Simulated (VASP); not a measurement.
Write the native input for VASP 6.6.1 that does the following.

```yaml
Task: electric field gradients
Functional: PBE
Potentials_or_basis: VASP PAW PBE potentials, release 64 (Be)
Cutoff: 520 eV
k_mesh: 20 × 20 × 11
Occupations: fermi-dirac, width 0.05 eV
Spin: no spin polarisation
Dipole_correction: no
Further_INCAR_settings: ALGO = Normal; EDIFF = 1e-08; NBANDS = 9
```

The structure of Be lies in POSCAR:

```
Be
1.0
    2.2995019849      0.0000000000      0.0000000000
   -1.1497509925      1.9914271350      0.0000000000
    0.0000000000      0.0000000000      3.6009000000
Be
2
Direct
    0.3333333333      0.6666666667      0.2500000000
    0.6666666667      0.3333333333      0.7500000000
```

One way to write it, as run:

INCAR

```
PREC = Accurate ; ENCUT = 520
EDIFF = 1E-8 ; ISMEAR = -1
SIGMA = 0.05 ; LREAL = False
LASPH = True ; NELM = 100
ALGO = Normal ; ISIF = 2
LWAVE = False ; LCHARG = False
GGA = PE ; LEFG = True
NBANDS = 9
```

KPOINTS

```
regular mesh
0
Gamma
  20 20 11
```

Potentials or basis: VASP PAW PBE potentials, release 64 (Be).

Run with:

```bash
$ cat potpaw_PBE.64/Be/POTCAR > POTCAR
$ mpirun -np 1 vasp_std > vasp.out
```

Results of the run:

```
Pressure                                : -4.6 GPa
Band gap on the k mesh                  : zero (bands 2 and 3 overlap by 1.39 eV)
Largest electric field gradient by atom : Be -0.6 V/Å²
```

Caveat: the cell stands under tension; without QUAD_EFG the Cq values of the log hold for a quadrupole moment of 1 mb, not for the nuclei.

It took 13 s on 1 thread of Intel(R) Xeon(R) 6975P-C (Granite Rapids) (shared host), peak memory 0.15 GiB.
